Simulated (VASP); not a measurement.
# CS2 (Cmce) in VASP: settings compared

The runs below take CS2 through single point, relaxation of cell and atoms, with HSE06, PBE+D4, PBE.

Everything below comes from runs of VASP 6.6.1. Logs are shortened: lines on timing, memory, paths and dates and some standing lists are left out, and cuts for length are marked.

### 1 The cell of the first run

The structure is orthorhombic, space group Cmce (No. 64). Conventional cell: a = 7.292 Å, b = 5.989 Å, c = 9.851 Å, α = 90.00°, β = 90.00°, γ = 90.00°. S (site symmetry m) has 1 C at 1.56 Å within 2.1 Å. C (site symmetry 2/m) has 2 S at 1.56 Å within 2.1 Å.

### 2 Single point, HSE06

Input file POSCAR:

```
CS2
1.0
    3.6457880000     -2.9943140000      0.0000000000
    3.6457880000      2.9943140000      0.0000000000
    0.0000000000      0.0000000000      9.8512570000
S C
4 2
Direct
    0.1815210000      0.8184790000      0.8868670000
    0.3184790000      0.6815210000      0.3868670000
    0.6815210000      0.3184790000      0.6131330000
    0.8184790000      0.1815210000      0.1131330000
    0.5000000000      0.5000000000      0.5000000000
    0.0000000000      0.0000000000      0.0000000000
```

Input file INCAR.step1:

```
SYSTEM = CS2
  PREC = Accurate
  ENCUT = 520
  EDIFF = 1E-5
  ISMEAR = 0
  SIGMA = 0.01
  LREAL = .FALSE.
  LASPH = .TRUE.
  NELM = 80
  ALGO = Normal
  ISIF = 2
  LWAVE = .TRUE.
  NBANDS = 25
  GGA = PE
  KPAR = 4
```

Input file INCAR.step2:

```
SYSTEM = CS2
  PREC = Accurate
  ENCUT = 520
  EDIFF = 1E-6
  ISMEAR = 0
  SIGMA = 0.01
  LREAL = .FALSE.
  LASPH = .TRUE.
  NELM = 80
  ALGO = Normal
  ISIF = 2
  LWAVE = .FALSE.
  LCHARG = .TRUE.
  GGA = PE
  LHFCALC = .TRUE.
  HFSCREEN = 0.2079
  PRECFOCK = Fast
  LVHAR = .TRUE.
  NBANDS = 25
  ISTART = 1
  KPAR = 4
```

Input file KPOINTS:

```
regular mesh
0
G
  4 4 2
  0 0 0
```

Potentials or basis: VASP PAW PBE potentials, release 64 (S, C).

Launch:

```
cat potpaw_PBE.64/S/POTCAR potpaw_PBE.64/C/POTCAR > POTCAR
cp INCAR.step1 INCAR
mpirun -np 4 vasp_std > vasp.out
cp INCAR.step2 INCAR
mpirun -np 4 vasp_std > vasp.out
```

OUTCAR:

```text
SYSTEM = CS2
   PREC = Accurate
   ENCUT = 520
   EDIFF = 1E-6
   ISMEAR = 0
   LREAL = .FALSE.
   LASPH = .TRUE.
   NELM = 80
   ISIF = 2
   GGA = PE
   LHFCALC = .TRUE.
   HFSCREEN = 0.2079
   PRECFOCK = Fast
   ISTART = 1

 ion  position               nearest neighbor table
   1  0.182  0.818  0.887-   6 1.56
   2  0.318  0.682  0.387-   5 1.56
   3  0.682  0.318  0.613-   5 1.56
   4  0.818  0.182  0.113-   6 1.56
   5  0.500  0.500  0.500-   2 1.56   3 1.56
   6  0.000  0.000  0.000-   1 1.56   4 1.56

  LATTYP: Found a base centered orthorhombic cell.
 ALAT       =     5.9886280000
 B/A-ratio  =     1.2175703684
 C/A-ratio  =     1.6449939786

  Lattice vectors:

 A1 = (  -3.6457880000,  -2.9943140000,   0.0000000000)
 A2 = (   3.6457880000,  -2.9943140000,   0.0000000000)
 A3 = (   0.0000000000,   0.0000000000,   9.8512570000)

Analysis of symmetry for initial positions (statically):
=====================================================================
 Subroutine PRICEL returns:
 Original cell was already a primitive cell.

 Routine SETGRP: Setting up the symmetry group for a
 base centered orthorhombic supercell.

 Subroutine GETGRP returns: Found  8 space group operations
 (whereof  4 operations were pure point group operations)
 out of a pool of  8 trial point group operations.

The static configuration has the point symmetry C_2h.
 The point group associated with its full space group is D_2h.

Analysis of symmetry for dynamics (positions and initial velocities):
=====================================================================
 Subroutine PRICEL returns:
 Original cell was already a primitive cell.

 Routine SETGRP: Setting up the symmetry group for a
 base centered orthorhombic supercell.

 Subroutine GETGRP returns: Found  8 space group operations
 (whereof  4 operations were pure point group operations)
 out of a pool of  8 trial point group operations.

The dynamic configuration has the point symmetry C_2h.
 The point group associated with its full space group is D_2h.

 Subroutine INISYM returns: Found  8 space group operations
 (whereof  4 operations are pure point group operations),
 and found     1 'primitive' translations

[... 97 lines left out ...]
   ISIF   =      2    stress and relaxation
   ISYM   =      3    0-nonsym 1-usesym 2-fastsym
   POTIM  = 0.5000    time-step for ionic-motion
   TEBEG  =    0.0;   TEEND  =   0.0 temperature during run
   PSTRESS=    0.0 pullay stress
   NELECT =      32.0000    total number of electrons
   NUPDOWN=      -1.0000    fix difference up-down
   EMIN   =  10.00;   EMAX   =-10.00  energy-range for DOS
   EFERMI =   0.00;   METHOD = LEGACY
   ISMEAR =     0;   SIGMA  =   0.01  broadening in eV -4-tet -1-fermi 0-gaus
   EFERMI_NEDOS =   21; number of points for ismear=-14 and -15
   IALGO  =     38    algorithm
   IMIX   =      1    mixing-type and parameters
     AMIX     =   0.40;   BMIX     =  1.00
     AMIX_MAG =   1.60;   BMIX_MAG =  1.00
  volume/ion in A,a.u.               =      35.85       241.91
  Fermi-wavevector in a.u.,A,eV,Ry     =   0.867470  1.639281 10.238452  0.752505
  Thomas-Fermi vector in A             =   1.986009
   LORBIT       =      0    0 simple, 1 ext, 2 COOP (PROOUT), +10 PAW based schemes
   GGA     = PE    functional components
   LHFCALC =     T    Hartree Fock is set to
   PRECFOCK=fast      Normal, Fast or Accurate (Low or Medium for compatibility)
   ENCUT4O =  -1.0   cutoff for four orbital integrals eV
   NKREDX  =     1    reduce k-point grid by
   NKREDY  =     1    reduce k-point grid by
   NKREDZ  =     1    reduce k-point grid by
   AEXX    =    0.2500 exact exchange contribution
   HFSCREEN=    0.2079 screening length (either q_TF or 0.3 A-1)
   HFSCREENC=   0.2079 screening length for correlation (either q_TF or 0.3 A-1)
   ENCUTFOCK=  -1.0 apply spherical cutoff to Coloumb kernel
   IVDW    =     0    specifies the selected vdW correction
   LEPSILON=     F    determine dielectric tensor
   LRPA    =     F    only Hartree local field effects (RPA)
 non-spin polarized calculation
 Gauss-broadening in eV      SIGMA  =   0.01
  energy-cutoff  :      520.00
  volume of cell :      215.09
 maximum number of plane-waves:      5818
  NGX = 20; NGY = 20; NGZ = 42

 number of electron      31.9999998 magnetization

 Free energy of the ion-electron system (eV)
  ---------------------------------------------------
  ext. energy  EPLUGINS =         0.00000000
  ---------------------------------------------------
  free energy    TOTEN  =       -40.16764544 eV

  energy without entropy =      -40.16764544  energy(sigma->0) =      -40.16764544

 E-fermi :  -2.6846     XC(G=0):  -5.2754

 val. band max:       -2.8069202635   @ k =   0.5000   0.5000   0.0000
 cond. band min:       1.6355138763   @ k =   0.5000   0.5000   0.0000
 fundamental gap:      4.4424341398
 Fermi energy:        -2.6846269015

 k-point     1 :       0.0000    0.0000    0.0000
  band No.  band energies     occupation
      1     -19.3061      2.00000
      2     -19.2646      2.00000
      3     -16.8229      2.00000
      4     -16.7480      2.00000
      5      -9.7963      2.00000
      6      -9.5332      2.00000
[... 381 lines left out ...]
     24       5.4294      0.00000
     25       6.9086      0.00000

------------------------ aborting loop because EDIFF is reached ----------------------------------------

  FORCE on cell =-STRESS in cart. coord.  units (eV):
  Direction    XX          YY          ZZ          XY          YZ          ZX
  --------------------------------------------------------------------------------------
  -------------------------------------------------------------------------------------
  Total       -0.0366174     -2.3174837     -2.4226986      0.0000000     -0.0000000      0.0000000
  in kB       -0.2727646    -17.2630238    -18.0467739      0.0000000     -0.0000000      0.0000000
  external PRESSURE =     -11.8608541 kB  Pullay stress =       0.0000000 kB

 VOLUME and BASIS-vectors are now :
 -----------------------------------------------------------------------------
  energy-cutoff  :      520.00
  volume of cell :      215.09
      direct lattice vectors                 reciprocal lattice vectors
     3.645788000 -2.994314000  0.000000000     0.137144562 -0.166983155  0.000000000
     3.645788000  2.994314000  0.000000000     0.137144562  0.166983155  0.000000000
     0.000000000  0.000000000  9.851257000     0.000000000  0.000000000  0.101509889

 POSITION                                       TOTAL-FORCE (eV/Angst)
 -----------------------------------------------------------------------------------
      3.64579      1.90725      8.73675         0.000000      0.526450      0.538760
      3.64579      1.08706      3.81113         0.000000     -0.526450      0.538760
      3.64579     -1.08706      6.04013         0.000000      0.526450     -0.538760
      3.64579     -1.90725      1.11450         0.000000     -0.526450     -0.538760
      3.64579      0.00000      4.92563         0.000000     -0.000000     -0.000000
      0.00000      0.00000      0.00000         0.000000      0.000000     -0.000000
 -----------------------------------------------------------------------------------
    total drift:                                0.000001     -0.000003     -0.000000

  FREE ENERGIE OF THE ION-ELECTRON SYSTEM (eV)
  ---------------------------------------------------
  free  energy   TOTEN  =       -40.1676454400 eV

  energy  without entropy=      -40.1676454400  energy(sigma->0) =      -40.16764544
```

OUTCAR.step1:

```text
SYSTEM = CS2
   PREC = Accurate
   ENCUT = 520
   EDIFF = 1E-5
   ISMEAR = 0
   LREAL = .FALSE.
   LASPH = .TRUE.
   NELM = 80
[... 618 lines left out ...]
      3.64579     -1.90725      1.11450         0.000000     -0.000623      0.001278
      3.64579      0.00000      4.92563         0.000000     -0.000000      0.000000
      0.00000      0.00000      0.00000         0.000000     -0.000000      0.000000
 -----------------------------------------------------------------------------------
    total drift:                                0.000000     -0.000000     -0.000000

  FREE ENERGIE OF THE ION-ELECTRON SYSTEM (eV)
  ---------------------------------------------------
  free  energy   TOTEN  =       -33.3793081209 eV

  energy  without entropy=      -33.3793081209  energy(sigma->0) =      -33.37930812
```

Run time: 8.2 min. Hardware: 4 MPI ranks of Intel Xeon Platinum 8488C (Sapphire Rapids), shared host; peak memory 0.46 GiB.

Results:

| Quantity | Value |
| --- | --- |
| Free energy | -40.1676 eV |
| Pressure | -1.2 GPa |
| Largest force | 0.753 eV/Å |
| Band gap on the k mesh | 4.44 eV |

Forces in eV/Å, atoms in the order of the input:
```
S    0.000  0.526  0.539
S    0.000 -0.526  0.539
S    0.000  0.526 -0.539
S    0.000 -0.526 -0.539
C    0.000  0.000  0.000
C    0.000  0.000  0.000
```

Stress tensor (GPa, compression positive):
```
-0.03  0.00  0.00
 0.00 -1.73  0.00
 0.00  0.00 -1.80
```

Levels at points of the mesh, in eV from the valence-band top:
```
           k point  band 12  band 13  band 14  band 15  band 16  band 17  band 18  band 19  band 20  band 21
(0.00, 0.00, 0.00)    -3.14    -0.51    -0.40    -0.37    -0.21     4.48     4.57     4.83     5.10     6.21
(0.50, 0.00, 0.00)    -3.26    -0.32    -0.32    -0.15    -0.15     4.58     4.58     4.75     4.75     7.95
(0.50, 0.50, 0.00)    -3.41    -0.61    -0.51    -0.29     0.00     4.44     4.48     5.23     5.28     7.48
(0.00, 0.00, 0.50)    -3.15    -0.45    -0.45    -0.29    -0.29     4.65     4.65     4.79     4.79     6.88
(0.50, 0.00, 0.50)    -3.25    -0.37    -0.37    -0.11    -0.11     4.52     4.52     4.84     4.84     7.54
(0.50, 0.50, 0.50)    -3.46    -0.45    -0.45    -0.26    -0.26     4.82     4.82     4.87     4.87     7.98
```

Caveat: this functional lacks dispersion, which holds the molecules together, so the pressure and a relaxed volume are unreliable; the PAW data sets were made with another functional, which shifts forces and pressure a little.

### 3 Relaxation of cell and atoms, PBE+D4

Input file INCAR:

```
  PREC = Accurate
  ENCUT = 600
  EDIFF = 1E-6
  ISMEAR = -1
  SIGMA = 0.05
  LREAL = F
  LASPH = T
  NELM = 60
  ALGO = Normal
  ISIF = 3
  LWAVE = F
  LCHARG = F
  GGA = PE
  IVDW = 13
  IBRION = 2
  NSW = 60
  EDIFFG = -0.01
```

Input file KPOINTS:

```
regular mesh
0
Gamma
  6 6 3
```

POSCAR is that of step 2.

Potentials or basis: VASP PAW PBE potentials, release 64 (S, C).

Launch:

```
cat potpaw_PBE.64/S/POTCAR potpaw_PBE.64/C/POTCAR > POTCAR
mpirun -np 1 vasp_std > vasp.out
```

Run time: 23 min. Hardware: 1 thread of Intel Xeon Platinum 8488C (Sapphire Rapids), shared host; peak memory 0.42 GiB.

The run converged. Its results:

| Quantity | Value |
| --- | --- |
| Free energy | -34.2745 eV |
| Relaxed volume | 25.32 Å³/atom |
| Relaxed cell | a = 4.113 Å, b = 4.113 Å, c = 9.059 Å, α = 90.00°, β = 90.00°, γ = 82.58° |
| Space group after relaxing (to 0.1 Å) | Cmce (No. 64) |
| Energy gained by relaxing | 37.0 meV/atom |
| Ionic steps | 26 |
| Pressure after relaxing | 0.0 GPa |
| Largest force after relaxing | 0.007 eV/Å |
| Band gap on the k mesh | 2.84 eV (least direct gap 2.86 eV) |
| Dispersion energy per atom | -0.177 eV |

Forces on the atoms (eV/Å):
```
S    0.000 -0.006  0.002
S    0.000  0.006  0.002
S    0.000 -0.006 -0.002
S    0.000  0.006 -0.002
C    0.000  0.000  0.000
C    0.000  0.000  0.000
```

Step by step:
```
step  energy change (eV)  largest force (eV/Å)  pressure (GPa)  volume (Å³)
   1              0.0000                0.0159           -0.65       215.09
   2             -0.0087                0.5333            0.15       210.56
   3             -0.0088                0.4912            0.08       210.91
   4             -0.0132                0.4908            0.08       209.91
   5             -0.0263                0.4918            0.09       206.91
   6             -0.0521                0.4966            0.11       201.00
   7             -0.1016                0.5205            0.22       189.51
   8             -0.1796                0.6335            0.76       167.77
   9             -0.0707                1.1113            4.44       129.13
  10             -0.1856                0.9515            1.77       156.62
  11             -0.2100                0.5290            0.99       154.45
  12             -0.2209                0.0267           -0.06       151.47
  13             -0.2210                0.0174            0.02       151.70
  14             -0.2210                0.0066           -0.02       151.60
  15             -0.2210                0.0075            0.00       151.60
  16             -0.2211                0.0232            0.04       151.58
  17             -0.2211                0.0589            0.12       151.53
  18             -0.2211                0.0467            0.09       151.55
  19             -0.2211                0.0452            0.10       151.55
  20             -0.2212                0.0454            0.09       151.56
  21             -0.2213                0.0433            0.08       151.58
  22             -0.2214                0.0390            0.07       151.62
  23             -0.2217                0.0305            0.05       151.70
  24             -0.2220                0.0133            0.01       151.85
  25             -0.2217                0.0270           -0.06       152.15
  26             -0.2220                0.0065           -0.01       151.94
```

Final structure:
```cif
data_structure
_symmetry_space_group_name_H-M 'P 1'
_symmetry_Int_Tables_number 1
_cell_length_a 4.1127
_cell_length_b 4.1127
_cell_length_c 9.0588
_cell_angle_alpha 90.000
_cell_angle_beta 90.000
_cell_angle_gamma 82.581
_cell_volume 151.94
loop_
_atom_site_label
_atom_site_type_symbol
_atom_site_fract_x
_atom_site_fract_y
_atom_site_fract_z
_atom_site_occupancy
S1 S 0.19872 0.80128 0.87628 1
S2 S 0.30128 0.69872 0.37628 1
S3 S 0.69872 0.30128 0.62372 1
S4 S 0.80128 0.19872 0.12372 1
C1 C 0.50000 0.50000 0.50000 1
C2 C 0.00000 0.00000 0.00000 1
```

Levels at points of the mesh, in eV from the valence-band top:
```tsv
k point	band 12	band 13	band 14	band 15	band 16	band 17	band 18	band 19	band 20
(0.00, 0.00, 0.00)	-2.62	-0.93	-0.74	-0.71	-0.26	2.84	3.03	3.58	3.97
(0.50, 0.00, 0.00)	-2.85	-0.61	-0.61	-0.27	-0.27	3.18	3.18	3.58	3.58
(0.50, 0.50, 0.00)	-3.23	-1.25	-1.20	-0.53	0.00	2.86	3.09	4.37	4.43
```

Caveat: the volume moved by over 15 % at a fixed basis, so the end points are rough; an odd mesh through Γ misses points on the zone boundary, where band edges can lie.

### 4 Single point, PBE

This run uses another cell than the first one, of 36.87 Å³/atom.

Input file INCAR:

```
SYSTEM = CS2
PREC = Accurate
ENCUT = 520
EDIFF = 1E-7
ISMEAR = -1
SIGMA = 0.05
LREAL = .FALSE.
LASPH = .TRUE.
NELM = 100
ALGO = Normal
ISIF = 2
LWAVE = .FALSE.
LCHARG = .FALSE.
GGA = PE
NBANDS = 25
```

Input file KPOINTS:

```
Automatic mesh
0
G
  6 6 3
  0 0 0
```

Input file POSCAR:

```
CS2
1.0
    3.6699099767     -3.0251013855      0.0000000000
    3.6699099767      3.0251013855      0.0000000000
    0.0000000000      0.0000000000      9.9639017986
S C
4 2
Direct
    0.1764987889      0.8235012111      0.8856040259
    0.3235012111      0.6764987889      0.3856040259
    0.6764987889      0.3235012111      0.6143959741
    0.8235012111      0.1764987889      0.1143959741
    0.5000000000      0.5000000000      0.5000000000
    0.0000000000      0.0000000000      0.0000000000
```

Launch:

```
cat potpaw_PBE.64/S/POTCAR potpaw_PBE.64/C/POTCAR > POTCAR
mpirun -np 1 vasp_std > vasp.out
```

Run time: 73 s. Hardware: 1 thread of Intel Xeon 6975P-C (Granite Rapids), shared host; peak memory 0.36 GiB.

The run converged. Its results:

| Quantity | Value |
| --- | --- |
| Free energy | -33.3780 eV |
| Pressure | -0.4 GPa |
| Largest force | 0.248 eV/Å |
| Band gap on the k mesh | 3.43 eV |

Forces in eV/Å, atoms in the order of the input:
```
S    0.000  0.170  0.181
S    0.000 -0.170  0.181
S    0.000  0.170 -0.181
S    0.000 -0.170 -0.181
C    0.000  0.000  0.000
C    0.000  0.000  0.000
```

Stress tensor (GPa, compression positive):
```
-0.02  0.00  0.00
 0.00 -0.54  0.00
 0.00  0.00 -0.61
```

Levels at points of the mesh, in eV from the valence-band top:
```csv
k point,band 13,band 14,band 15,band 16,band 17,band 18,band 19,band 20
"(0.00, 0.00, 0.00)",-0.44,-0.32,-0.31,-0.16,3.50,3.55,3.80,3.99
"(0.50, 0.00, 0.00)",-0.27,-0.27,-0.14,-0.14,3.58,3.58,3.70,3.70
"(0.50, 0.50, 0.00)",-0.53,-0.46,-0.23,0.00,3.43,3.47,4.10,4.13
```

Caveat: this functional lacks dispersion, which holds the molecules together, so the pressure and a relaxed volume are unreliable; an odd mesh through Γ misses points on the zone boundary, where band edges can lie.

### 5 Summary

| task | level | cell | k mesh | cutoff (eV) | smearing | grid for exact exchange (PRECFOCK) | share of exact exchange | screening parameter | gap on the mesh (eV) | pressure (GPa) | largest force (eV/Å) |
| --- | --- | --- | --- | --- | --- | --- | --- | --- | --- | --- | --- |
| single point | HSE06 | a = 4.718, b = 4.718, c = 9.851 Å, angles 90.0, 90.0, 78.8°, 6 atoms, atomic positions A | 4 × 4 × 2 | 520 | gaussian 0.01 eV | Fast | 0.25 | 0.2079 1/Å | 4.44 | -1.2 | 0.75 |
| relaxation of cell and atoms | PBE+D4 | relaxed from a = 4.718, b = 4.718, c = 9.851 Å, angles 90.0, 90.0, 78.8°, 6 atoms, atomic positions A | 6 × 6 × 3 | 600 | fermi-dirac 0.05 eV | - | - | - | 2.84 | 0.0 | 0.01 |
| single point | PBE | a = 4.756, b = 4.756, c = 9.964 Å, angles 90.0, 90.0, 79.0°, 6 atoms, atomic positions B | 6 × 6 × 3 | 520 | fermi-dirac 0.05 eV | - | - | - | 3.43 | -0.4 | 0.25 |

Alike in all rows: potentials or basis VASP PAW PBE potentials, release 64 (S, C); no spin polarisation.

Caveats: this functional lacks dispersion, which holds the molecules together, so the pressure and a relaxed volume are unreliable (at least some runs); an odd mesh through Γ misses points on the zone boundary, where band edges can lie (at least some runs); the PAW data sets were made with another functional, which shifts forces and pressure a little (at least some runs); the volume moved by over 15 % at a fixed basis, so the end points are rough (at least some runs).

Absolute energies hang on the potentials; compare differences alone.
